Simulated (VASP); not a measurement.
BeTe, 2 atoms in the cell. It takes space group I-4m2 (No. 119, tetragonal). The conventional cell has a = 3.761 Å, b = 3.761 Å, c = 5.983 Å, α = 90.00°, β = 90.00°, γ = 90.00°. Be (site symmetry -4m2) has 4 Te at 2.40 Å within 3.2 Å. Te (site symmetry -4m2) has 4 Be at 2.40 Å within 3.2 Å.  This cell differs from its parent crystal: strain -0.040 along x and y, +0.080 along z.

```yaml
Program: VASP 6.6.1
Task: single point
Functional: LDA
Potentials_or_basis: VASP PAW LDA potentials, release 64 (Be, Te)
Cutoff: 520 eV
k_mesh: 8 × 8 × 8
Occupations: gaussian, width 0.05 eV
Spin: no spin polarisation
Dipole_correction: no
Further_INCAR_settings: ALGO = Normal; EDIFF = 1e-06; NBANDS = 11
```

Potentials or basis: VASP PAW LDA potentials, release 64 (Be, Te).

Command:

```console
$ cat potpaw_LDA.64/Be/POTCAR potpaw_LDA.64/Te/POTCAR > POTCAR
$ mpirun -np 1 vasp_std > vasp.out
```

Hardware: 1 thread of AMD EPYC 7R43 64-Core Processor (Zen 3), on a shared host.

Task: How long does it take, and how much memory?

Result: Run time: 24 s on 1 thread of AMD EPYC 7R43 64-Core Processor (Zen 3), on a shared host, peak memory 0.13 GiB. Counts: scf iterations 11, k points 59.
